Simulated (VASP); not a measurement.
# MgO (e600) (Fm-3m) in VASP: further runs

MgO (e600) is run at these levels: PBE; tasks: single point, relaxation of cell and atoms.

Everything below comes from runs of VASP 6.6.1. Logs are shortened: lines on timing, memory, paths and dates and some standing lists are left out, and cuts for length are marked.

### 1 The cell of the first run

The structure is cubic, space group Fm-3m (No. 225). The conventional cell has a = 4.085 Å, b = 4.085 Å, c = 4.085 Å, α = 90.00°, β = 90.00°, γ = 90.00°. Mg (site symmetry m-3m) has 6 O at 2.04 Å within 2.7 Å. O (site symmetry m-3m) has 6 Mg at 2.04 Å within 2.7 Å.

### 2 Single point, PBE

INCAR

```
ALGO = Normal
EDIFF = 1E-6
ENCUT = 600
GGA = PE
GGA_COMPAT = False
ISIF = 2
ISMEAR = 0
LASPH = True
LCHARG = False
LREAL = False
LWAVE = False
NBANDS = 11
NELM = 120
PREC = Accurate
SIGMA = 0.02
```

KPOINTS

```
k-points
0
Gamma
  10 10 10
```

POSCAR

```
MgO
1.0
    0.0000000000      2.0427331873      2.0427331873
    2.0427331873      0.0000000000      2.0427331873
    2.0427331873      2.0427331873      0.0000000000
Mg O
1 1
Direct
    0.0000000000      0.0000000000      0.0000000000
    0.5000000000      0.5000000000      0.5000000000
```

Potentials or basis: VASP PAW PBE potentials, release 64 (Mg, O).

Run with:

```bash
cat potpaw_PBE.64/Mg/POTCAR potpaw_PBE.64/O/POTCAR > POTCAR
mpirun -np 1 vasp_std > vasp.out
```

OUTCAR:

```text
EDIFF = 1E-6
   ENCUT = 600
   GGA = PE
   ISIF = 2
   ISMEAR = 0
   LASPH = True
   LREAL = False
   NELM = 120
   PREC = Accurate

 ion  position               nearest neighbor table
   1  0.000  0.000  0.000-   2 2.04   2 2.04   2 2.04   2 2.04   2 2.04   2 2.04
   2  0.500  0.500  0.500-   1 2.04   1 2.04   1 2.04   1 2.04   1 2.04   1 2.04

  LATTYP: Found a face centered cubic cell.
 ALAT       =     4.0854663746

  Lattice vectors:

 A1 = (   0.0000000000,   2.0427331873,   2.0427331873)
 A2 = (   2.0427331873,   0.0000000000,   2.0427331873)
 A3 = (   2.0427331873,   2.0427331873,   0.0000000000)

Analysis of symmetry for initial positions (statically):
=====================================================================
 Subroutine PRICEL returns:
 Original cell was already a primitive cell.

 Routine SETGRP: Setting up the symmetry group for a
 face centered cubic supercell.

 Subroutine GETGRP returns: Found 48 space group operations
 (whereof 48 operations were pure point group operations)
 out of a pool of 48 trial point group operations.

The static configuration has the point symmetry O_h .

Analysis of symmetry for dynamics (positions and initial velocities):
=====================================================================
 Subroutine PRICEL returns:
 Original cell was already a primitive cell.

 Routine SETGRP: Setting up the symmetry group for a
 face centered cubic supercell.

 Subroutine GETGRP returns: Found 48 space group operations
 (whereof 48 operations were pure point group operations)
 out of a pool of 48 trial point group operations.

The dynamic configuration has the point symmetry O_h .

 Subroutine INISYM returns: Found 48 space group operations
 (whereof 48 operations are pure point group operations),
 and found     1 'primitive' translations

----------------------------------------------------------------------------------------

                                     Primitive cell

  volume of cell :      17.0477

  direct lattice vectors                    reciprocal lattice vectors
     0.000000000  2.042733187  2.042733187    -0.244770097  0.244770097  0.244770097
     2.042733187  0.000000000  2.042733187     0.244770097 -0.244770097  0.244770097
     2.042733187  2.042733187  0.000000000     0.244770097  0.244770097 -0.244770097

  length of vectors
     2.888860978  2.888860978  2.888860978     0.423954244  0.423954244  0.423954244

  position of ions in fractional coordinates (direct lattice)
     0.000000000  0.000000000  0.000000000
     0.500000000  0.500000000  0.500000000

  ion indices of the primitive-cell ions
   primitive index   ion index
                 1           1
                 2           2

----------------------------------------------------------------------------------------

 KPOINTS: k-points

Automatic generation of k-mesh.
 Grid dimensions read from file:
 generate k-points for:   10   10   10

 Generating k-lattice:

  Cartesian coordinates                     Fractional coordinates (reciprocal lattice)
    -0.024477010  0.024477010  0.024477010     0.100000000  0.000000000  0.000000000
     0.024477010 -0.024477010  0.024477010     0.000000000  0.100000000  0.000000000
     0.024477010  0.024477010 -0.024477010     0.000000000  0.000000000  0.100000000

  Length of vectors
     0.042395424  0.042395424  0.042395424

  Shift w.r.t. Gamma in fractional coordinates (k-lattice)
     0.000000000  0.000000000  0.000000000

 Subroutine IBZKPT returns following result:
 ===========================================

 Found     47 irreducible k-points:

 Following reciprocal coordinates:
            Coordinates               Weight
  0.000000  0.000000  0.000000      1.000000
  0.100000  0.000000  0.000000      8.000000
  0.200000  0.000000  0.000000      8.000000
  0.300000  0.000000  0.000000      8.000000
  0.400000  0.000000  0.000000      8.000000
  0.500000  0.000000  0.000000      4.000000
[... 16 lines left out ...]
  0.300000  0.300000  0.000000      6.000000
  0.400000  0.300000  0.000000     24.000000
 [... further k-points ...]
   k-points           NKPTS =     47   k-points in BZ     NKDIM =     47   number of bands    NBANDS=     11
   number of dos      NEDOS =    301   number of ions     NIONS =      2
   total plane-waves  NPLWV =  13824
   dimension x,y,z NGX =    24 NGY =   24 NGZ =   24
   dimension x,y,z NGXF=    48 NGYF=   48 NGZF=   48
   ions per type =               1   1
   NGX,Y,Z   is equivalent  to a cutoff of  13.81, 13.81, 13.81 a.u.
   NGXF,Y,Z  is equivalent  to a cutoff of  27.62, 27.62, 27.62 a.u.
 SYSTEM =  unknown system
   PREC   = accura    normal or accurate (medium, high low for compatibility)
   ISTART =      0    job   : 0-new  1-cont  2-samecut
   ICHARG =      2    charge: 1-file 2-atom 10-const
   ISPIN  =      1    spin polarized calculation?
   LNONCOLLINEAR =      F non collinear calculations
   LSORBIT =      F    spin-orbit coupling
   LASPH  =      T    aspherical Exc in radial PAW
   ENCUT  =  600.0 eV  44.10 Ry    6.64 a.u.   5.77  5.77  5.77*2*pi/ulx,y,z
   NELM   =    120;   NELMIN=  2; NELMDL= -5     # of ELM steps
   EDIFF  = 0.1E-05   stopping-criterion for ELM
   LREAL  =      F    real-space projection
   EDIFFG = 0.1E-04   stopping-criterion for IOM
   NSW    =      0    number of steps for IOM
   IBRION =     -1    ionic relax: 0-MD 1-quasi-New 2-CG
   NFREE  =      0    steps in history (QN), initial steepest desc. (CG)
   ISIF   =      2    stress and relaxation
   ISYM   =      2    0-nonsym 1-usesym 2-fastsym
   POTIM  = 0.5000    time-step for ionic-motion
   TEBEG  =    0.0;   TEEND  =   0.0 temperature during run
   PSTRESS=    0.0 pullay stress
   NELECT =       8.0000    total number of electrons
   NUPDOWN=      -1.0000    fix difference up-down
   EMIN   =  10.00;   EMAX   =-10.00  energy-range for DOS
   EFERMI =   0.00;   METHOD = LEGACY
   ISMEAR =     0;   SIGMA  =   0.02  broadening in eV -4-tet -1-fermi 0-gaus
   EFERMI_NEDOS =   21; number of points for ismear=-14 and -15
   IALGO  =     38    algorithm
   IMIX   =      4    mixing-type and parameters
     AMIX     =   0.40;   BMIX     =  1.00
     AMIX_MAG =   1.60;   BMIX_MAG =  1.00
  volume/ion in A,a.u.               =       8.52        57.52
  Fermi-wavevector in a.u.,A,eV,Ry     =   1.272184  2.404079 22.020370  1.618452
  Thomas-Fermi vector in A             =   2.405076
   LORBIT       =      0    0 simple, 1 ext, 2 COOP (PROOUT), +10 PAW based schemes
   GGA     = PE    functional components
   LHFCALC =     F    Hartree Fock is set to
   AEXX    =    0.0000 exact exchange contribution
   IVDW    =     0    specifies the selected vdW correction
   LEPSILON=     F    determine dielectric tensor
   LRPA    =     F    only Hartree local field effects (RPA)
 non-spin polarized calculation
 Gauss-broadening in eV      SIGMA  =   0.02
  energy-cutoff  :      600.00
  volume of cell :       17.05
 maximum number of plane-waves:       588
   NGX = 11   NGY = 11   NGZ = 11

 number of electron       7.9999997 magnetization

 Free energy of the ion-electron system (eV)
  ---------------------------------------------------
  ext. energy  EPLUGINS =         0.00000000
  ---------------------------------------------------
  free energy    TOTEN  =       -11.77923188 eV

  energy without entropy =      -11.77923188  energy(sigma->0) =      -11.77923188

 E-fermi :   4.0376     XC(G=0): -11.5205

 val. band max:        3.9081320575   @ k =   0.0000   0.0000   0.0000
 cond. band min:       9.5794662694   @ k =   0.0000   0.0000   0.0000
 fundamental gap:      5.6713342119
 Fermi energy:         4.0375669948

 k-point     1 :       0.0000    0.0000    0.0000
  band No.  band energies     occupation
      1     -13.8513      2.00000
      2       3.9081      2.00000
      3       3.9081      2.00000
      4       3.9081      2.00000
      5       9.5795      0.00000
      6      20.2253      0.00000
      7      20.2253      0.00000
      8      20.2253      0.00000
      9      24.3898      0.00000
     10      26.2757      0.00000
     11      26.2757      0.00000

 k-point     2 :       0.1000    0.0000    0.0000
  band No.  band energies     occupation
      1     -13.7281      2.00000
      2       3.2369      2.00000
      3       3.8286      2.00000
      4       3.8286      2.00000
      5      10.1971      0.00000
      6      18.9485      0.00000
      7      20.5007      0.00000
      8      20.5007      0.00000
      9      25.6728      0.00000
     10      25.6728      0.00000
     11      26.2153      0.00000

 k-point     3 :       0.2000    0.0000    0.0000
  band No.  band energies     occupation
      1     -13.3872      2.00000
      2       1.8226      2.00000
      3       3.6278      2.00000
      4       3.6278      2.00000
      5      11.3751      0.00000
      6      17.4667      0.00000
      7      21.1024      0.00000
      8      21.1024      0.00000
      9      25.0260      0.00000
     10      25.0260      0.00000
     11      27.6751      0.00000

 k-point     4 :       0.3000    0.0000    0.0000
  band No.  band energies     occupation
      1     -12.9215      2.00000
      2       0.3653      2.00000
      3       3.3927      2.00000
      4       3.3927      2.00000
      5      12.2024      0.00000
      6      16.9722      0.00000
      7      21.3939      0.00000
      8      21.3939      0.00000
      9      25.4578      0.00000
     10      25.4578      0.00000
     11      27.1075      0.00000
[... 239 lines left out ...]
 k-point    22 :      -0.2000    0.2000    0.0000
  band No.  band energies     occupation
      1     -12.7848      2.00000
      2       0.5827      2.00000
      3       2.4198      2.00000
      4       3.3816      2.00000
      5      13.2827      0.00000
      6      16.3175      0.00000
      7      20.0845      0.00000
      8      22.8467      0.00000
      9      23.0746      0.00000
     10      26.3786      0.00000
     11      30.4196      0.00000

 k-point    23 :       0.3000    0.3000    0.0000
  band No.  band energies     occupation
      1     -12.6886      2.00000
      2       0.5058      2.00000
      3       2.8733      2.00000
      4       2.8733      2.00000
      5      13.7727      0.00000
      6      14.5189      0.00000
      7      19.3838      0.00000
      8      22.9834      0.00000
      9      22.9834      0.00000
     10      29.1002      0.00000
     11      33.2349      0.00000

 k-point    24 :       0.4000    0.3000    0.0000
  band No.  band energies     occupation
      1     -12.3938      2.00000
      2       0.0235      2.00000
      3       2.4671      2.00000
      4       2.7100      2.00000
      5      14.1039      0.00000
      6      14.6959      0.00000
      7      18.5211      0.00000
      8      23.3240      0.00000
      9      23.5493      0.00000
     10      29.9448      0.00000
     11      32.7902      0.00000

 [... further k-points ...]

------------------------ aborting loop because EDIFF is reached ----------------------------------------

  FORCE on cell =-STRESS in cart. coord.  units (eV):
  Direction    XX          YY          ZZ          XY          YZ          ZX
  --------------------------------------------------------------------------------------
  -------------------------------------------------------------------------------------
  Total        2.3598538      2.3598538      2.3598538      0.0000000      0.0000000      0.0000000
  in kB      221.7842733    221.7842733    221.7842733      0.0000000      0.0000000      0.0000000
  external PRESSURE =     221.7842733 kB  Pullay stress =       0.0000000 kB

 VOLUME and BASIS-vectors are now :
 -----------------------------------------------------------------------------
  energy-cutoff  :      600.00
  volume of cell :       17.05
      direct lattice vectors                 reciprocal lattice vectors
     0.000000000  2.042733187  2.042733187    -0.244770097  0.244770097  0.244770097
     2.042733187  0.000000000  2.042733187     0.244770097 -0.244770097  0.244770097
     2.042733187  2.042733187  0.000000000     0.244770097  0.244770097 -0.244770097

 POSITION                                       TOTAL-FORCE (eV/Angst)
 -----------------------------------------------------------------------------------
      0.00000      0.00000      0.00000        -0.000000      0.000000      0.000000
      2.04273      2.04273      2.04273         0.000000     -0.000000      0.000000
 -----------------------------------------------------------------------------------
    total drift:                               -0.000000     -0.000000      0.000000

  FREE ENERGIE OF THE ION-ELECTRON SYSTEM (eV)
  ---------------------------------------------------
  free  energy   TOTEN  =       -11.7792318850 eV

  energy  without entropy=      -11.7792318850  energy(sigma->0) =      -11.77923188
```

Run time: 21 s. Hardware: 1 thread of AMD EPYC 7R13, shared host; peak memory 0.11 GiB.

What came out:

```yaml
Free_energy: -11.7792 eV
Pressure: 22.2 GPa
Band_gap_on_the_k_mesh: 5.67 eV, direct
```

PBE gaps usually lie below the measured ones, often by a third to a half.

### 3 Relaxation of cell and atoms, PBE, target pressure 23.2 GPa, at which the enthalpy is minimised

INCAR

```
SYSTEM = MgO
ALGO = Normal
EDIFF = 1E-7
EDIFFG = -0.002
ENCUT = 600
GGA = PE
GGA_COMPAT = .False.
IBRION = 2
ISIF = 3
ISMEAR = 0
LASPH = .True.
LCHARG = .False.
LREAL = .False.
LWAVE = .False.
NELM = 120
NELMIN = 4
NSW = 100
PREC = Accurate
PSTRESS = 232.0
SIGMA = 0.02
```

KPOINTS

```
k-points
0
Gamma
  10 10 10
  0 0 0
```

POSCAR is that of step 2.

Potentials or basis: VASP PAW PBE potentials, release 64 (Mg, O).

Run with:

```bash
cat potpaw_PBE.64/Mg/POTCAR potpaw_PBE.64/O/POTCAR > POTCAR
mpirun -np 1 vasp_std > vasp.out
```

Wall time 37 s (1 thread of AMD EPYC 7R13, shared host); peak memory 0.12 GiB.

The run converged. Its results:

```
Free energy                                            : -11.7694 eV
Relaxed volume                                         : 8.49 Å³/atom
Relaxed cell                                           : a = 2.885 Å, b = 2.885 Å, c = 2.885 Å, α = 60.00°, β = 60.00°, γ = 60.00°
Space group after relaxing (to 0.05 Å)                 : Fm-3m (No. 225)
Energy change on relaxing (the enthalpy is what falls) : +4.9 meV/atom
Ionic steps                                            : 3
Pressure after relaxing                                : 23.2 GPa
Band gap on the k mesh                                 : 5.72 eV, direct
```

Step by step:
| step | energy change (eV) | largest force (eV/Å) | pressure (GPa) | volume (Å³) |
| --- | --- | --- | --- | --- |
| 1 | 0.0000 | 0.0000 | 22.21 | 17.05 |
| 2 | 0.0187 | 0.0000 | 24.07 | 16.92 |
| 3 | 0.0098 | 0.0000 | 23.20 | 16.98 |

Final structure:
```
Mg O
1.0
     0.00000    2.03997    2.03997
     2.03997    0.00000    2.03997
     2.03997    2.03997    0.00000
Mg O
1 1
Direct
  0.00000 0.00000 0.00000
  0.50000 0.50000 0.50000
```

Levels at points of the mesh, in eV from the valence-band top:
```
           k point  band 2  band 3  band 4  band 5  band 6  band 7
(0.00, 0.00, 0.00)    0.00    0.00    0.00    5.72   16.34   16.34
(0.50, 0.00, 0.00)   -5.05   -0.77   -0.77    8.52   13.72   17.32
(0.50, 0.50, 0.00)   -4.49   -1.49   -1.49    9.22   11.06   14.15
```

Caveat: the cell is relaxed towards a set pressure, so the enthalpy falls and the energy may rise.
